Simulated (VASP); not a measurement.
Wanted: the native input for a VASP 6.6.1 run.

| Quantity | Value |
| --- | --- |
| Task | single point |
| Functional | PBEsol |
| Potentials or basis | VASP PAW PBE potentials, release 64 (Al, Ga_d, O) |
| Cutoff | 520 eV |
| k mesh | 8 × 8 × 4 |
| Occupations | gaussian, width 0.02 eV |
| Spin | no spin polarisation |
| Dipole correction | no |
| Further INCAR settings | ALGO = Normal; EDIFF = 1e-07; NBANDS = 50 |

The structure of AlGa3O6 lies in POSCAR:

```
AlGa3O6
1.0
    6.0962583853     -1.5110122665      0.0161531456
    6.0962583853      1.5110122665      0.0161531456
   -1.3686443354      0.0000000000      5.5992554126
Al Ga O
1 3 6
Direct
    0.0897856719      0.0897856719      0.7938357598
    0.9097347576      0.9097347576      0.2040464286
    0.6582238323      0.6582238323      0.3135251548
    0.3426787721      0.3426787721      0.6849209424
    0.1610789995      0.1610789995      0.1008234122
    0.8353292292      0.8353292292      0.8898272554
    0.1712575625      0.1712575625      0.5686033566
    0.8263437203      0.8263437203      0.4369876861
    0.4961108071      0.4961108071      0.2591643779
    0.5094566476      0.5094566476      0.7482656259
```

These files were run (other wordings do the same):

INCAR

```
PREC = Accurate
ENCUT = 520
EDIFF = 1E-7
ISMEAR = 0
SIGMA = 0.02
LREAL = False
LASPH = True
NELM = 60
ALGO = Normal
ISIF = 2
LWAVE = False
LCHARG = True
GGA = PS
LELF = True
LVHAR = True
NBANDS = 50
```

KPOINTS

```
Automatic mesh
0
Gamma
  8 8 4
```

Potentials or basis: VASP PAW PBE potentials, release 64 (Al, Ga_d, O).

The run is started by

```console
$ cat potpaw_PBE.64/Al/POTCAR potpaw_PBE.64/Ga_d/POTCAR potpaw_PBE.64/O/POTCAR > POTCAR
$ mpirun -np 1 vasp_std > vasp.out
```

It gave:

```json
{
  "Pressure": "0.4 GPa",
  "Largest force": "0.022 eV/Å",
  "Band gap on the k mesh": "2.73 eV (least direct gap 2.83 eV)"
}
```

Caveat: the PAW data sets were made with another functional, which shifts forces and pressure a little.

Run time: 11 min on 1 thread of Oxide Virtual Turin-like Processor, on a shared host, peak memory 0.49 GiB.
